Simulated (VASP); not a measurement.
# CuI (Marshite) (F-43m) in VASP: a series of runs

The runs below take CuI (Marshite) through single point, with PBE.

Program: VASP 6.6.1. These are calculated values, not measurements. Logs are shortened: lines on timing, memory, paths and dates and some standing lists are left out, and cuts for length are marked.

### Step 1. The cell of the first run

The structure is cubic, space group F-43m (No. 216). The conventional cell has a = 5.810 Å, b = 5.810 Å, c = 5.810 Å, α = 90.00°, β = 90.00°, γ = 90.00°. Within 3.3 Å of Cu (site symmetry -43m) lie 4 I at 2.52 Å. I (site symmetry -43m) has 4 Cu at 2.52 Å within 3.3 Å.

### Step 2. Single point, PBE

Contents of INCAR:

```
PREC = Accurate
ENCUT = 520
EDIFF = 1E-7
ISMEAR = 0
SIGMA = 0.01
LREAL = False
LASPH = True
NELM = 100
ALGO = Normal
ISIF = 2
LWAVE = False
LCHARG = False
GGA = PE
NBANDS = 16
```

Contents of KPOINTS:

```
Automatic mesh
0
Gamma
  6 6 6
```

Contents of POSCAR:

```
CuI
1.0
    0.0000000000      2.9050378593      2.9050378593
    2.9050378593      0.0000000000      2.9050378593
    2.9050378593      2.9050378593      0.0000000000
Cu I
1 1
Direct
    0.2500000000      0.2500000000      0.2500000000
    0.0000000000      0.0000000000      0.0000000000
```

Potentials or basis: VASP PAW PBE potentials, release 64 (Cu, I).

Launch:

```
cat potpaw_PBE.64/Cu/POTCAR potpaw_PBE.64/I/POTCAR > POTCAR
mpirun -np 1 vasp_std > vasp.out
```

OUTCAR:

```text
PREC = Accurate
   ENCUT = 520
   EDIFF = 1E-7
   ISMEAR = 0
   LREAL = False
   LASPH = True
   NELM = 100
   ISIF = 2
   GGA = PE

 ion  position               nearest neighbor table
   1  0.250  0.250  0.250-   2 2.52   2 2.52   2 2.52   2 2.52
   2  0.000  0.000  0.000-   1 2.52   1 2.52   1 2.52   1 2.52

  LATTYP: Found a face centered cubic cell.
 ALAT       =     5.8100757186

  Lattice vectors:

 A1 = (   0.0000000000,   2.9050378593,   2.9050378593)
 A2 = (   2.9050378593,   0.0000000000,   2.9050378593)
 A3 = (   2.9050378593,   2.9050378593,   0.0000000000)

Analysis of symmetry for initial positions (statically):
=====================================================================
 Subroutine PRICEL returns:
 Original cell was already a primitive cell.

 Routine SETGRP: Setting up the symmetry group for a
 face centered cubic supercell.

 Subroutine GETGRP returns: Found 24 space group operations
 (whereof 24 operations were pure point group operations)
 out of a pool of 48 trial point group operations.

The static configuration has the point symmetry T_d .

Analysis of symmetry for dynamics (positions and initial velocities):
=====================================================================
 Subroutine PRICEL returns:
 Original cell was already a primitive cell.

 Routine SETGRP: Setting up the symmetry group for a
 face centered cubic supercell.

 Subroutine GETGRP returns: Found 24 space group operations
 (whereof 24 operations were pure point group operations)
 out of a pool of 48 trial point group operations.

The dynamic configuration has the point symmetry T_d .

 Subroutine INISYM returns: Found 24 space group operations
 (whereof 24 operations are pure point group operations),
 and found     1 'primitive' translations

----------------------------------------------------------------------------------------

                                     Primitive cell

  volume of cell :      49.0327

  direct lattice vectors                    reciprocal lattice vectors
     0.000000000  2.905037859  2.905037859    -0.172114797  0.172114797  0.172114797
     2.905037859  0.000000000  2.905037859     0.172114797 -0.172114797  0.172114797
     2.905037859  2.905037859  0.000000000     0.172114797  0.172114797 -0.172114797

  length of vectors
     4.108343940  4.108343940  4.108343940     0.298111572  0.298111572  0.298111572

  position of ions in fractional coordinates (direct lattice)
     0.250000000  0.250000000  0.250000000
     0.000000000  0.000000000  0.000000000

  ion indices of the primitive-cell ions
   primitive index   ion index
                 1           1
                 2           2

----------------------------------------------------------------------------------------

 KPOINTS: Automatic mesh

Automatic generation of k-mesh.
 Grid dimensions read from file:
 generate k-points for:    6    6    6

 Generating k-lattice:

  Cartesian coordinates                     Fractional coordinates (reciprocal lattice)
    -0.028685799  0.028685799  0.028685799     0.166666667  0.000000000  0.000000000
     0.028685799 -0.028685799  0.028685799     0.000000000  0.166666667  0.000000000
     0.028685799  0.028685799 -0.028685799     0.000000000  0.000000000  0.166666667

  Length of vectors
     0.049685262  0.049685262  0.049685262

  Shift w.r.t. Gamma in fractional coordinates (k-lattice)
     0.000000000  0.000000000  0.000000000

 Subroutine IBZKPT returns following result:
 ===========================================

 Found     16 irreducible k-points:

 Following reciprocal coordinates:
            Coordinates               Weight
  0.000000  0.000000  0.000000      1.000000
  0.166667  0.000000  0.000000      8.000000
  0.333333  0.000000  0.000000      8.000000
  0.500000  0.000000  0.000000      4.000000
  0.166667  0.166667  0.000000      6.000000
  0.333333  0.166667  0.000000     24.000000
[... 8 lines left out ...]
 -0.333333  0.333333  0.166667     24.000000
 -0.333333  0.500000  0.166667     12.000000
   k-points           NKPTS =     16   k-points in BZ     NKDIM =     16   number of bands    NBANDS=     16
   number of dos      NEDOS =    301   number of ions     NIONS =      2
   total plane-waves  NPLWV =  32768
   dimension x,y,z NGX =    32 NGY =   32 NGZ =   32
   dimension x,y,z NGXF=    64 NGYF=   64 NGZF=   64
   ions per type =               1   1
   NGX,Y,Z   is equivalent  to a cutoff of  12.95, 12.95, 12.95 a.u.
   NGXF,Y,Z  is equivalent  to a cutoff of  25.90, 25.90, 25.90 a.u.
 SYSTEM =  unknown system
   PREC   = accura    normal or accurate (medium, high low for compatibility)
   ISTART =      0    job   : 0-new  1-cont  2-samecut
   ICHARG =      2    charge: 1-file 2-atom 10-const
   ISPIN  =      1    spin polarized calculation?
   LNONCOLLINEAR =      F non collinear calculations
   LSORBIT =      F    spin-orbit coupling
   LASPH  =      T    aspherical Exc in radial PAW
   ENCUT  =  520.0 eV  38.22 Ry    6.18 a.u.   7.64  7.64  7.64*2*pi/ulx,y,z
   NELM   =    100;   NELMIN=  2; NELMDL= -5     # of ELM steps
   EDIFF  = 0.1E-06   stopping-criterion for ELM
   LREAL  =      F    real-space projection
   EDIFFG = 0.1E-05   stopping-criterion for IOM
   NSW    =      0    number of steps for IOM
   IBRION =     -1    ionic relax: 0-MD 1-quasi-New 2-CG
   NFREE  =      0    steps in history (QN), initial steepest desc. (CG)
   ISIF   =      2    stress and relaxation
   ISYM   =      2    0-nonsym 1-usesym 2-fastsym
   POTIM  = 0.5000    time-step for ionic-motion
   TEBEG  =    0.0;   TEEND  =   0.0 temperature during run
   PSTRESS=    0.0 pullay stress
   NELECT =      18.0000    total number of electrons
   NUPDOWN=      -1.0000    fix difference up-down
   EMIN   =  10.00;   EMAX   =-10.00  energy-range for DOS
   EFERMI =   0.00;   METHOD = LEGACY
   ISMEAR =     0;   SIGMA  =   0.01  broadening in eV -4-tet -1-fermi 0-gaus
   EFERMI_NEDOS =   21; number of points for ismear=-14 and -15
   IALGO  =     38    algorithm
   IMIX   =      4    mixing-type and parameters
     AMIX     =   0.40;   BMIX     =  1.00
     AMIX_MAG =   1.60;   BMIX_MAG =  1.00
  volume/ion in A,a.u.               =      24.52       165.44
  Fermi-wavevector in a.u.,A,eV,Ry     =   1.172206  2.215148 18.695309  1.374066
  Thomas-Fermi vector in A             =   2.308638
   LORBIT       =      0    0 simple, 1 ext, 2 COOP (PROOUT), +10 PAW based schemes
   GGA     = PE    functional components
   LHFCALC =     F    Hartree Fock is set to
   AEXX    =    0.0000 exact exchange contribution
   IVDW    =     0    specifies the selected vdW correction
   LEPSILON=     F    determine dielectric tensor
   LRPA    =     F    only Hartree local field effects (RPA)
 non-spin polarized calculation
 Gauss-broadening in eV      SIGMA  =   0.01
  energy-cutoff  :      520.00
  volume of cell :       49.03
 maximum number of plane-waves:      1363
 NGX is ok and might be reduce to    32
   NGX = 15   NGY = 15   NGZ = 15

 number of electron      17.9999997 magnetization

 Free energy of the ion-electron system (eV)
  ---------------------------------------------------
  ext. energy  EPLUGINS =         0.00000000
  ---------------------------------------------------
  free energy    TOTEN  =        -5.41002560 eV

  energy without entropy =       -5.41002560  energy(sigma->0) =       -5.41002560

 E-fermi :   6.0203     XC(G=0):  -9.5402

 val. band max:        5.9158118042   @ k =   0.0000   0.0000   0.0000
 cond. band min:       7.4367010208   @ k =   0.0000   0.0000   0.0000
 fundamental gap:      1.5208892166
 Fermi energy:         6.0203120737

 k-point     1 :       0.0000    0.0000    0.0000
  band No.  band energies     occupation
      1      -8.8344      2.00000
      2       1.6404      2.00000
      3       1.6404      2.00000
      4       1.6404      2.00000
      5       3.4704      2.00000
      6       3.4704      2.00000
[... 8 lines left out ...]
     15      15.7244      0.00000
     16      15.7244      0.00000

 k-point     2 :       0.1667    0.0000    0.0000
  band No.  band energies     occupation
      1      -8.6668      2.00000
      2       1.1284      2.00000
      3       1.6598      2.00000
      4       1.6598      2.00000
      5       3.4581      2.00000
      6       3.4581      2.00000
[... 8 lines left out ...]
     15      14.7270      0.00000
     16      15.1555      0.00000

 k-point     3 :       0.3333    0.0000    0.0000
  band No.  band energies     occupation
      1      -8.2893      2.00000
      2       0.0507      2.00000
      3       1.6887      2.00000
      4       1.6887      2.00000
      5       3.4706      2.00000
      6       3.4706      2.00000
[... 8 lines left out ...]
     15      15.3030      0.00000
     16      15.3030      0.00000

 k-point     4 :       0.5000    0.0000    0.0000
  band No.  band energies     occupation
      1      -8.0724      2.00000
      2      -0.5037      2.00000
      3       1.6973      2.00000
      4       1.6973      2.00000
      5       3.5037      2.00000
      6       3.5037      2.00000
[... 8 lines left out ...]
     15      17.1523      0.00000
     16      17.1523      0.00000
[... 172 lines left out ...]
 k-point    14 :       0.5000    0.3333    0.1667
  band No.  band energies     occupation
      1      -8.0245      2.00000
      2       0.0456      2.00000
      3       1.1465      2.00000
      4       1.6487      2.00000
      5       3.3893      2.00000
      6       3.4900      2.00000
[... 8 lines left out ...]
     15      17.3145      0.00000
     16      18.5824      0.00000

 k-point    15 :      -0.3333    0.3333    0.1667
  band No.  band energies     occupation
      1      -7.8746      2.00000
      2      -0.0082      2.00000
      3       0.7961      2.00000
      4       1.6159      2.00000
      5       3.3480      2.00000
      6       3.4685      2.00000
[... 8 lines left out ...]
     15      17.5364      0.00000
     16      18.2713      0.00000

 k-point    16 :      -0.3333    0.5000    0.1667
  band No.  band energies     occupation
      1      -7.8049      2.00000
      2      -0.1251      2.00000
      3       0.9725      2.00000
      4       1.5320      2.00000
      5       3.3838      2.00000
      6       3.4180      2.00000
[... 8 lines left out ...]
     15      17.9815      0.00000
     16      18.5438      0.00000

------------------------ aborting loop because EDIFF is reached ----------------------------------------

  FORCE on cell =-STRESS in cart. coord.  units (eV):
  Direction    XX          YY          ZZ          XY          YZ          ZX
  --------------------------------------------------------------------------------------
  -------------------------------------------------------------------------------------
  Total        2.3352854      2.3352854      2.3352854      0.0000000      0.0000000     -0.0000000
  in kB       76.3071366     76.3071366     76.3071366      0.0000000      0.0000000     -0.0000000
  external PRESSURE =      76.3071366 kB  Pullay stress =       0.0000000 kB

 VOLUME and BASIS-vectors are now :
 -----------------------------------------------------------------------------
  energy-cutoff  :      520.00
  volume of cell :       49.03
      direct lattice vectors                 reciprocal lattice vectors
     0.000000000  2.905037859  2.905037859    -0.172114797  0.172114797  0.172114797
     2.905037859  0.000000000  2.905037859     0.172114797 -0.172114797  0.172114797
     2.905037859  2.905037859  0.000000000     0.172114797  0.172114797 -0.172114797

 POSITION                                       TOTAL-FORCE (eV/Angst)
 -----------------------------------------------------------------------------------
      1.45252      1.45252      1.45252         0.000000      0.000000      0.000000
      0.00000      0.00000      0.00000        -0.000000     -0.000000     -0.000000
 -----------------------------------------------------------------------------------
    total drift:                                0.000000      0.000000      0.000000

  FREE ENERGIE OF THE ION-ELECTRON SYSTEM (eV)
  ---------------------------------------------------
  free  energy   TOTEN  =        -5.4100256036 eV

  energy  without entropy=       -5.4100256036  energy(sigma->0) =       -5.41002560
```

Wall time 18 s (1 thread of Intel Xeon Platinum 8488C (Sapphire Rapids), shared host); peak memory 0.18 GiB.

Results:

```yaml
Free_energy: -5.4100 eV
Pressure: 7.6 GPa
Band_gap_on_the_k_mesh: 1.52 eV, direct
```

Caveat: spin-orbit coupling is left out, which moves the levels of the heavy elements.

### Step 3. Single point, PBE

This run uses another cell than the first one, of 25.63 Å³/atom, 1.045 times its volume.

Contents of INCAR:

```
SYSTEM = CuI
PREC = Accurate
ENCUT = 520
EDIFF = 1E-6
ISMEAR = 0
SIGMA = 0.01
LREAL = .False.
LASPH = .True.
NELM = 100
ALGO = Normal
ISIF = 2
LWAVE = .False.
LCHARG = .False.
GGA = PE
NBANDS = 16
```

Contents of KPOINTS:

```
regular mesh
0
Gamma
  6 6 6
  0 0 0
```

Contents of POSCAR:

```
CuI
1.0
    0.0000000000      2.9484030267      2.9484030267
    2.9484030267      0.0000000000      2.9484030267
    2.9484030267      2.9484030267      0.0000000000
Cu I
1 1
Direct
    0.2500000000      0.2500000000      0.2500000000
    0.0000000000      0.0000000000      0.0000000000
```

Potentials or basis: VASP PAW PBE potentials, release 64 (Cu, I).

Launch:

```
cat potpaw_PBE.64/Cu/POTCAR potpaw_PBE.64/I/POTCAR > POTCAR
mpirun -np 1 vasp_std > vasp.out
```

Wall time 15 s (1 thread of Intel Xeon Platinum 8488C (Sapphire Rapids), shared host); peak memory 0.18 GiB.

Results (log left out):

| Quantity | Value |
| --- | --- |
| Free energy | -5.4946 eV |
| Pressure | 4.6 GPa |
| Band gap on the k mesh | 1.38 eV, direct |

Levels at points of the mesh, in eV from the valence-band top:
| k point | band 6 | band 7 | band 8 | band 9 | band 10 | band 11 | band 12 | band 13 |
| --- | --- | --- | --- | --- | --- | --- | --- | --- |
| (0.00, 0.00, 0.00) | -2.22 | 0.00 | 0.00 | 0.00 | 1.38 | 4.77 | 4.77 | 4.77 |
| (0.50, 0.00, 0.00) | -2.19 | -2.14 | -0.85 | -0.85 | 2.23 | 5.34 | 5.34 | 7.51 |
| (0.50, 0.50, 0.00) | -2.15 | -2.12 | -1.81 | -1.81 | 2.54 | 2.85 | 9.79 | 10.19 |

Caveat: spin-orbit coupling is left out, which moves the levels of the heavy elements.

### Step 4. Single point, PBE

This run uses another cell than the first one, of 26.75 Å³/atom, 1.091 times its volume.

Contents of INCAR:

```
SYSTEM = CuI
  PREC = Accurate
  ENCUT = 520
  EDIFF = 1E-6
  ISMEAR = 0
  SIGMA = 0.01
  LREAL = .False.
  LASPH = .True.
  NELM = 60
  ALGO = Normal
  ISIF = 2
  LWAVE = .False.
  LCHARG = .False.
  GGA = PE
  NBANDS = 16
```

KPOINTS is that of step 3.

Contents of POSCAR:

```
CuI
1.0
    0.0000000000      2.9905287613      2.9905287613
    2.9905287613      0.0000000000      2.9905287613
    2.9905287613      2.9905287613      0.0000000000
Cu I
1 1
Direct
    0.2500000000      0.2500000000      0.2500000000
    0.0000000000      0.0000000000      0.0000000000
```

Launch:

```
cat potpaw_PBE.64/Cu/POTCAR potpaw_PBE.64/I/POTCAR > POTCAR
mpirun -np 1 vasp_std > vasp.out
```

Run time: 16 s. Hardware: 1 thread of Intel Xeon Platinum 8488C (Sapphire Rapids), shared host; peak memory 0.17 GiB.

It converged, with:

- Free energy: -5.5419 eV
- Pressure: 2.2 GPa
- Band gap on the k mesh: 1.25 eV, direct

Levels at points of the mesh, in eV from the valence-band top:
| k point | band 5 | band 6 | band 7 | band 8 | band 9 | band 10 | band 11 | band 12 | band 13 | band 14 |
| --- | --- | --- | --- | --- | --- | --- | --- | --- | --- | --- |
| (0.00, 0.00, 0.00) | -2.03 | -2.03 | 0.00 | 0.00 | 0.00 | 1.25 | 4.83 | 4.83 | 4.83 | 8.24 |
| (0.50, 0.00, 0.00) | -2.00 | -2.00 | -1.95 | -0.77 | -0.77 | 2.19 | 5.38 | 5.38 | 7.47 | 9.29 |
| (0.50, 0.50, 0.00) | -2.06 | -1.96 | -1.93 | -1.64 | -1.64 | 2.63 | 2.88 | 9.48 | 9.97 | 9.97 |

Caveat: spin-orbit coupling is left out, which moves the levels of the heavy elements.

### Step 5. Single point, PBE

This run uses another cell than the first one, of 27.86 Å³/atom, 1.136 times its volume.

Contents of INCAR:

```
  PREC = Accurate
  ENCUT = 520
  EDIFF = 1E-6
  ISMEAR = 0
  SIGMA = 0.01
  LREAL = False
  LASPH = True
  NELM = 100
  ALGO = Normal
  ISIF = 2
  LWAVE = False
  LCHARG = False
  GGA = PE
  NBANDS = 16
```

Contents of KPOINTS:

```
Automatic mesh
0
Gamma
  6 6 6
```

Contents of POSCAR:

```
CuI
1.0
    0.0000000000      3.0315000000      3.0315000000
    3.0315000000      0.0000000000      3.0315000000
    3.0315000000      3.0315000000      0.0000000000
Cu I
1 1
Direct
    0.2500000000      0.2500000000      0.2500000000
    0.0000000000      0.0000000000      0.0000000000
```

Launch:

```
cat potpaw_PBE.64/Cu/POTCAR potpaw_PBE.64/I/POTCAR > POTCAR
mpirun -np 1 vasp_std > vasp.out
```

Run time: 14 s. Hardware: 1 thread of Intel Xeon Platinum 8488C (Sapphire Rapids), shared host; peak memory 0.18 GiB.

Results (log left out):

```yaml
Free_energy: -5.5598 eV
Pressure: 0.3 GPa
Band_gap_on_the_k_mesh: 1.14 eV, direct
```

Levels at points of the mesh, in eV from the valence-band top:
```csv
k point,band 5,band 6,band 7,band 8,band 9,band 10,band 11,band 12,band 13,band 14
"(0.00, 0.00, 0.00)",-1.85,-1.85,0.00,0.00,0.00,1.14,4.87,4.87,4.87,8.18
"(0.50, 0.00, 0.00)",-1.82,-1.82,-1.78,-0.71,-0.71,2.16,5.41,5.41,7.40,9.12
"(0.50, 0.50, 0.00)",-1.88,-1.79,-1.76,-1.50,-1.50,2.72,2.91,9.19,9.76,9.76
```

Caveat: spin-orbit coupling is left out, which moves the levels of the heavy elements.

### Step 6. Overview

| cell | gap on the mesh (eV) | pressure (GPa) |
| --- | --- | --- |
| a = 4.108 Å, angles 60.0°, 2 atoms | 1.52 | 7.6 |
| a = 4.170 Å, angles 60.0°, 2 atoms | 1.38 | 4.6 |
| a = 4.229 Å, angles 60.0°, 2 atoms | 1.25 | 2.2 |
| a = 4.287 Å, angles 60.0°, 2 atoms | 1.14 | 0.3 |

Alike in all rows: task single point; level PBE; potentials or basis VASP PAW PBE potentials, release 64 (Cu, I); no spin polarisation; k mesh 6 × 6 × 6; cutoff (eV) 520; smearing gaussian 0.01 eV.

Caveats: spin-orbit coupling is left out, which moves the levels of the heavy elements.

Total energies depend on the potentials used, so only differences within one code and one set of settings carry meaning.
